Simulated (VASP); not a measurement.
# Mg3S2 (P6_3/mmc) in VASP: notebook

The runs below take Mg3S2 through single point, relaxation of cell and atoms, with PBE.

All numbers are computed with VASP 6.6.1; they aren't measurements. Logs are shortened: lines on timing, memory, paths and dates and some standing lists are left out, and cuts for length are marked.

### 1 The cell of the first run

Symmetry: P6_3/mmc, No. 194, hexagonal system. Conventional cell: a = 3.679 Å, b = 3.679 Å, c = 17.759 Å, α = 90.00°, β = 90.00°, γ = 120.00°. Within 3.4 Å of Mg (site symmetry 3m) lie 3 S at 2.60 Å and 1 Mg at 2.83 Å. Within 3.5 Å of Mg (site symmetry -3m) lie 6 S at 2.62 Å. Within 3.4 Å of S (site symmetry 3m) lie 6 Mg at 2.60 to 2.62 Å.

The cell was built from a structure type or drawn by symmetry, and may not be a known phase.

### 2 Single point, PBE

The input, INCAR:

```
PREC     = Accurate       # precision mode
ENCUT    = 520            # plane-wave cutoff, eV
EDIFF    = 1E-7           # SCF threshold, eV
ISMEAR   = 0              # smearing method
SIGMA    = 0.2            # smearing width, eV
LREAL    = F              # projectors in reciprocal space
LASPH    = T              # aspherical terms in the spheres
NELM     = 100            # most SCF steps
ALGO     = Normal         # electronic algorithm
ISIF     = 2              # what is computed and relaxed
LWAVE    = F              # write WAVECAR
LCHARG   = F              # write CHGCAR
GGA      = PE             # functional
NBANDS   = 29             # bands
```

The input, KPOINTS:

```
regular mesh
0
Gamma
  5 5 1
```

The input, POSCAR:

```
Mg3S2
1.0
    3.6787349039      0.0000000000      0.0000000000
   -1.8393674520      3.1858778806      0.0000000000
    0.0000000000      0.0000000000     17.7589479049
Mg S
6 4
Direct
    0.3333333333      0.6666666667      0.8297855227
    0.6666666667      0.3333333333      0.3297855227
    0.6666666667      0.3333333333      0.1702144773
    0.3333333333      0.6666666667      0.6702144773
    0.0000000000      0.0000000000      0.0000000000
    0.0000000000      0.0000000000      0.5000000000
    0.6666666667      0.3333333333      0.9140381601
    0.3333333333      0.6666666667      0.4140381601
    0.6666666667      0.3333333333      0.5859618399
    0.3333333333      0.6666666667      0.0859618399
```

Potentials or basis: VASP PAW PBE potentials, release 64 (Mg, S).

Started as:

```
> cat potpaw_PBE.64/Mg/POTCAR potpaw_PBE.64/S/POTCAR > POTCAR
> mpirun -np 1 vasp_std > vasp.out
```

OUTCAR:

```text
PREC = Accurate
   ENCUT = 520
   EDIFF = 1E-7
   ISMEAR = 0
   LREAL = F
   LASPH = T
   NELM = 100
   ISIF = 2
   GGA = PE

 ion  position               nearest neighbor table
   1  0.333  0.667  0.830-   7 2.60   7 2.60   7 2.60   4 2.83
   2  0.667  0.333  0.330-   8 2.60   8 2.60   8 2.60   3 2.83
   3  0.667  0.333  0.170-  10 2.60  10 2.60  10 2.60   2 2.83
   4  0.333  0.667  0.670-   9 2.60   9 2.60   9 2.60   1 2.83
   5  0.000  0.000  0.000-   7 2.62  10 2.62   7 2.62  10 2.62   7 2.62  10 2.62
   6  0.000  0.000  0.500-   8 2.62   9 2.62   9 2.62   8 2.62   9 2.62   8 2.62
   7  0.667  0.333  0.914-   1 2.60   1 2.60   1 2.60   5 2.62   5 2.62   5 2.62
   8  0.333  0.667  0.414-   2 2.60   2 2.60   2 2.60   6 2.62   6 2.62   6 2.62
   9  0.667  0.333  0.586-   4 2.60   4 2.60   4 2.60   6 2.62   6 2.62   6 2.62
  10  0.333  0.667  0.086-   3 2.60   3 2.60   3 2.60   5 2.62   5 2.62   5 2.62

  LATTYP: Found a hexagonal cell.
 ALAT       =     3.6787349039
 C/A-ratio  =     4.8274606268

  Lattice vectors:

 A1 = (   3.6787349039,   0.0000000000,   0.0000000000)
 A2 = (  -1.8393674520,   3.1858778806,   0.0000000000)
 A3 = (   0.0000000000,   0.0000000000,  17.7589479049)

Analysis of symmetry for initial positions (statically):
=====================================================================
 Subroutine PRICEL returns:
 Original cell was already a primitive cell.

 Routine SETGRP: Setting up the symmetry group for a
 hexagonal supercell.

 Subroutine GETGRP returns: Found 24 space group operations
 (whereof 12 operations were pure point group operations)
 out of a pool of 24 trial point group operations.

The static configuration has the point symmetry D_3d.
 The point group associated with its full space group is D_6h.

Analysis of symmetry for dynamics (positions and initial velocities):
=====================================================================
 Subroutine PRICEL returns:
 Original cell was already a primitive cell.

 Routine SETGRP: Setting up the symmetry group for a
 hexagonal supercell.

 Subroutine GETGRP returns: Found 24 space group operations
 (whereof 12 operations were pure point group operations)
 out of a pool of 24 trial point group operations.

The dynamic configuration has the point symmetry D_3d.
 The point group associated with its full space group is D_6h.

 Subroutine INISYM returns: Found 24 space group operations
 (whereof 12 operations are pure point group operations),
 and found     1 'primitive' translations

----------------------------------------------------------------------------------------

                                     Primitive cell

  volume of cell :     208.1349

  direct lattice vectors                    reciprocal lattice vectors
     3.678734904  0.000000000  0.000000000     0.271832580  0.156942613  0.000000000
    -1.839367452  3.185877881  0.000000000     0.000000000  0.313885226  0.000000000
     0.000000000  0.000000000 17.758947905     0.000000000  0.000000000  0.056309642

  length of vectors
     3.678734904  3.678734904 17.758947905     0.313885226  0.313885226  0.056309642

  position of ions in fractional coordinates (direct lattice)
     0.333333333  0.666666667  0.829785523
     0.666666667  0.333333333  0.329785523
     0.666666667  0.333333333  0.170214477
     0.333333333  0.666666667  0.670214477
     0.000000000  0.000000000  0.000000000
     0.000000000  0.000000000  0.500000000
     0.666666667  0.333333333  0.914038160
     0.333333333  0.666666667  0.414038160
     0.666666667  0.333333333  0.585961840
     0.333333333  0.666666667  0.085961840

  ion indices of the primitive-cell ions
   primitive index   ion index
                 1           1
                 2           2
                 3           3
                 4           4
                 5           5
                 6           6
                 7           7
                 8           8
                 9           9
                10          10

----------------------------------------------------------------------------------------

 KPOINTS: regular mesh

Automatic generation of k-mesh.
 Grid dimensions read from file:
 generate k-points for:    5    5    1

 Generating k-lattice:

  Cartesian coordinates                     Fractional coordinates (reciprocal lattice)
     0.054366516  0.031388523  0.000000000     0.200000000  0.000000000  0.000000000
     0.000000000  0.062777045  0.000000000     0.000000000  0.200000000  0.000000000
     0.000000000  0.000000000  0.056309642     0.000000000  0.000000000  1.000000000

  Length of vectors
     0.062777045  0.062777045  0.056309642

  Shift w.r.t. Gamma in fractional coordinates (k-lattice)
     0.000000000  0.000000000  0.000000000

 Subroutine IBZKPT returns following result:
 ===========================================

 Found      5 irreducible k-points:

 Following reciprocal coordinates:
            Coordinates               Weight
  0.000000  0.000000  0.000000      1.000000
  0.200000  0.000000  0.000000      6.000000
  0.400000  0.000000  0.000000      6.000000
  0.200000  0.200000  0.000000      6.000000
  0.400000  0.200000  0.000000      6.000000
   k-points           NKPTS =      5   k-points in BZ     NKDIM =      5   number of bands    NBANDS=     29
   number of dos      NEDOS =    301   number of ions     NIONS =     10
   total plane-waves  NPLWV = 109760
   dimension x,y,z NGX =    28 NGY =   28 NGZ =  140
   dimension x,y,z NGXF=    56 NGYF=   56 NGZF=  280
   ions per type =               6   4
   NGX,Y,Z   is equivalent  to a cutoff of  12.65, 12.65, 13.11 a.u.
   NGXF,Y,Z  is equivalent  to a cutoff of  25.31, 25.31, 26.21 a.u.
 SYSTEM =  unknown system
   PREC   = accura    normal or accurate (medium, high low for compatibility)
   ISTART =      0    job   : 0-new  1-cont  2-samecut
   ICHARG =      2    charge: 1-file 2-atom 10-const
   ISPIN  =      1    spin polarized calculation?
   LNONCOLLINEAR =      F non collinear calculations
   LSORBIT =      F    spin-orbit coupling
   LASPH  =      T    aspherical Exc in radial PAW
   ENCUT  =  520.0 eV  38.22 Ry    6.18 a.u.   6.84  6.84 33.02*2*pi/ulx,y,z
   NELM   =    100;   NELMIN=  2; NELMDL= -5     # of ELM steps
   EDIFF  = 0.1E-06   stopping-criterion for ELM
   LREAL  =      F    real-space projection
   EDIFFG = 0.1E-05   stopping-criterion for IOM
   NSW    =      0    number of steps for IOM
   IBRION =     -1    ionic relax: 0-MD 1-quasi-New 2-CG
   NFREE  =      0    steps in history (QN), initial steepest desc. (CG)
   ISIF   =      2    stress and relaxation
   ISYM   =      2    0-nonsym 1-usesym 2-fastsym
   POTIM  = 0.5000    time-step for ionic-motion
   TEBEG  =    0.0;   TEEND  =   0.0 temperature during run
   PSTRESS=    0.0 pullay stress
   NELECT =      36.0000    total number of electrons
   NUPDOWN=      -1.0000    fix difference up-down
   EMIN   =  10.00;   EMAX   =-10.00  energy-range for DOS
   EFERMI =   0.00;   METHOD = LEGACY
   ISMEAR =     0;   SIGMA  =   0.20  broadening in eV -4-tet -1-fermi 0-gaus
   EFERMI_NEDOS =   21; number of points for ismear=-14 and -15
   IALGO  =     38    algorithm
   IMIX   =      4    mixing-type and parameters
     AMIX     =   0.40;   BMIX     =  1.00
     AMIX_MAG =   1.60;   BMIX_MAG =  1.00
  volume/ion in A,a.u.               =      20.81       140.46
  Fermi-wavevector in a.u.,A,eV,Ry     =   0.912138  1.723692 11.319998  0.831996
  Thomas-Fermi vector in A             =   2.036499
   LORBIT       =      0    0 simple, 1 ext, 2 COOP (PROOUT), +10 PAW based schemes
   GGA     = PE    functional components
   LHFCALC =     F    Hartree Fock is set to
   AEXX    =    0.0000 exact exchange contribution
   IVDW    =     0    specifies the selected vdW correction
   LEPSILON=     F    determine dielectric tensor
   LRPA    =     F    only Hartree local field effects (RPA)
 non-spin polarized calculation
 Gauss-broadening in eV      SIGMA  =   0.20
  energy-cutoff  :      520.00
  volume of cell :      208.13
 maximum number of plane-waves:      5612
 NGX is ok and might be reduce to    28
   NGX = 13   NGY = 13   NGZ = 67

 number of electron      35.9999997 magnetization

 Free energy of the ion-electron system (eV)
  ---------------------------------------------------
  ext. energy  EPLUGINS =         0.00000000
  ---------------------------------------------------
  free energy    TOTEN  =       -35.57951594 eV

  energy without entropy =      -35.57944531  energy(sigma->0) =      -35.57948062

 E-fermi :   4.6080     XC(G=0):  -8.9128

 val. band max:        4.0919058220   @ k =   0.4000   0.2000   0.0000
 cond. band min:       5.1046791231   @ k =   0.0000   0.0000   0.0000
 fundamental gap:      1.0127733011
 Fermi energy:         4.6080400301

 k-point     1 :       0.0000    0.0000    0.0000
  band No.  band energies     occupation
      1     -10.3391      2.00000
      2     -10.3314      2.00000
      3      -9.7362      2.00000
      4      -9.7246      2.00000
      5      -2.3575      2.00000
      6      -2.0372      2.00000
[... 21 lines left out ...]
     28       9.4233      0.00000
     29      10.0951      0.00000

 k-point     2 :       0.2000    0.0000    0.0000
  band No.  band energies     occupation
      1     -10.0360      2.00000
      2     -10.0294      2.00000
      3      -9.5066      2.00000
      4      -9.4971      2.00000
      5      -1.9269      2.00000
      6      -1.6670      2.00000
[... 21 lines left out ...]
     28       9.0754      0.00000
     29       9.5500      0.00000

 k-point     3 :       0.4000    0.0000    0.0000
  band No.  band energies     occupation
      1      -9.3971      2.00000
      2      -9.3930      2.00000
      3      -9.1163      2.00000
      4      -9.1114      2.00000
      5      -2.1288      2.00000
      6      -2.0874      2.00000
[... 21 lines left out ...]
     28       8.8133      0.00000
     29       9.1935      0.00000

 k-point     4 :       0.2000    0.2000    0.0000
  band No.  band energies     occupation
      1      -9.5522      2.00000
      2      -9.5474      2.00000
      3      -9.1850      2.00000
      4      -9.1790      2.00000
      5      -1.4791      2.00000
      6      -1.4556      2.00000
[... 21 lines left out ...]
     28       8.6730      0.00000
     29       9.0819      0.00000

 k-point     5 :       0.4000    0.2000    0.0000
  band No.  band energies     occupation
      1      -9.1360      2.00000
      2      -9.1328      2.00000
      3      -9.0198      2.00000
      4      -9.0164      2.00000
      5      -2.0713      2.00000
      6      -2.0389      2.00000
[... 21 lines left out ...]
     28       8.3667      0.00000
     29       8.9780      0.00000

------------------------ aborting loop because EDIFF is reached ----------------------------------------

  FORCE on cell =-STRESS in cart. coord.  units (eV):
  Direction    XX          YY          ZZ          XY          YZ          ZX
  --------------------------------------------------------------------------------------
  -------------------------------------------------------------------------------------
  Total        0.4906103      0.4906103     -0.3162473     -0.0000000      0.0000000      0.0000000
  in kB        3.7766123      3.7766123     -2.4344032     -0.0000000      0.0000000      0.0000000
  external PRESSURE =       1.7062738 kB  Pullay stress =       0.0000000 kB

 VOLUME and BASIS-vectors are now :
 -----------------------------------------------------------------------------
  energy-cutoff  :      520.00
  volume of cell :      208.13
      direct lattice vectors                 reciprocal lattice vectors
     3.678734904  0.000000000  0.000000000     0.271832580  0.156942613  0.000000000
    -1.839367452  3.185877881  0.000000000     0.000000000  0.313885226  0.000000000
     0.000000000  0.000000000 17.758947905     0.000000000  0.000000000  0.056309642

 POSITION                                       TOTAL-FORCE (eV/Angst)
 -----------------------------------------------------------------------------------
     -0.00000      2.12392     14.73612         0.000000      0.000000     -0.001249
      1.83937      1.06196      5.85664        -0.000000     -0.000000     -0.001249
      1.83937      1.06196      3.02283         0.000000     -0.000000      0.001249
     -0.00000      2.12392     11.90230         0.000000     -0.000000      0.001249
      0.00000      0.00000      0.00000         0.000000     -0.000000     -0.000000
      0.00000      0.00000      8.87947         0.000000     -0.000000     -0.000000
      1.83937      1.06196     16.23236        -0.000000     -0.000000      0.039084
     -0.00000      2.12392      7.35288        -0.000000      0.000000      0.039084
      1.83937      1.06196     10.40607         0.000000     -0.000000     -0.039084
     -0.00000      2.12392      1.52659        -0.000000      0.000000     -0.039084
 -----------------------------------------------------------------------------------
    total drift:                                0.000000     -0.000000      0.000000

  FREE ENERGIE OF THE ION-ELECTRON SYSTEM (eV)
  ---------------------------------------------------
  free  energy   TOTEN  =       -35.5795159357 eV

  energy  without entropy=      -35.5794453053  energy(sigma->0) =      -35.57948062
```

Run time: 44 s. Hardware: 1 thread of Intel Xeon Platinum 8375C at 2.90GHz (Ice Lake), shared host; peak memory 0.3 GiB.

Results:

```
Free energy            : -35.5795 eV
Pressure               : 0.2 GPa
Largest force          : 0.039 eV/Å
Band gap on the k mesh : 1.01 eV (least direct gap 1.09 eV)
```

Forces in eV/Å, atoms in the order of the input:
```
Mg   0.000  0.000 -0.001
Mg   0.000  0.000 -0.001
Mg   0.000  0.000  0.001
Mg   0.000  0.000  0.001
Mg   0.000  0.000  0.000
Mg   0.000  0.000  0.000
S    0.000  0.000  0.039
S    0.000  0.000  0.039
S    0.000  0.000 -0.039
S    0.000  0.000 -0.039
```

Levels at points of the mesh, in eV from the valence-band top:
```tsv
k point	band 15	band 16	band 17	band 18	band 19	band 20	band 21	band 22
(0.00, 0.00, 0.00)	-2.22	-2.22	-2.22	-1.38	1.01	2.39	2.65	2.70
```

Caveat: an odd mesh through Γ misses points on the zone boundary, where band edges can lie.

### 3 Single point, PBE

This run uses another cell than the first one, of 20.97 Å³/atom.

The input, INCAR:

```
PREC = Accurate
ENCUT = 520
EDIFF = 1E-7
ISMEAR = 0
SIGMA = 0.1
LREAL = False
LASPH = True
NELM = 100
ALGO = Normal
ISIF = 2
LWAVE = False
LCHARG = False
GGA = PE
NBANDS = 29
```

The input, KPOINTS:

```
regular mesh
0
Gamma
  6 6 1
```

The input, POSCAR:

```
Mg3S2
1.0
    3.6951092327      0.0000000000      0.0000000000
   -1.8475546164      3.2000584653      0.0000000000
    0.0000000000      0.0000000000     17.7358026547
Mg S
6 4
Direct
    0.3333333333      0.6666666667      0.8300883330
    0.6666666667      0.3333333333      0.3300883330
    0.6666666667      0.3333333333      0.1699116670
    0.3333333333      0.6666666667      0.6699116670
    0.0000000000      1.0000000000      0.0000000000
    1.0000000000      0.0000000000      0.5000000000
    0.6666666667      0.3333333333      0.9144117643
    0.3333333333      0.6666666667      0.4144117643
    0.6666666667      0.3333333333      0.5855882357
    0.3333333333      0.6666666667      0.0855882357
```

Potentials or basis: VASP PAW PBE potentials, release 64 (Mg, S).

Started as:

```
> cat potpaw_PBE.64/Mg/POTCAR potpaw_PBE.64/S/POTCAR > POTCAR
> mpirun -np 1 vasp_std > vasp.out
```

It took 54 s on 1 thread of Intel Xeon Platinum 8375C at 2.90GHz (Ice Lake), shared host; peak memory 0.31 GiB.

It converged, with:

```yaml
Free_energy: -35.5987 eV
Pressure: -0.1 GPa
Largest_force: 0.026 eV/Å
Band_gap_on_the_k_mesh: 0.35 eV (least direct gap 0.42 eV)
```

Forces on the atoms (eV/Å):
```
Mg   0.000  0.000 -0.026
Mg   0.000  0.000 -0.026
Mg   0.000  0.000  0.026
Mg   0.000  0.000  0.026
Mg   0.000  0.000  0.000
Mg   0.000  0.000  0.000
S    0.000  0.000  0.022
S    0.000  0.000  0.022
S    0.000  0.000 -0.022
S    0.000  0.000 -0.022
```

Stress tensor (GPa, compression positive):
```
-0.10  0.00  0.00
 0.00 -0.10  0.00
 0.00  0.00 -0.21
```

Levels at points of the mesh, in eV from the valence-band top:
```tsv
k point	band 16	band 17	band 18	band 19	band 20	band 21
(0.00, 0.00, 0.00)	-2.52	-2.52	-1.62	0.72	2.07	2.31
(0.50, 0.00, 0.00)	-3.25	-1.04	-0.59	0.35	0.93	0.94
```

Caveat: an odd mesh through Γ misses points on the zone boundary, where band edges can lie.

(Continued in part 2 of 2.)
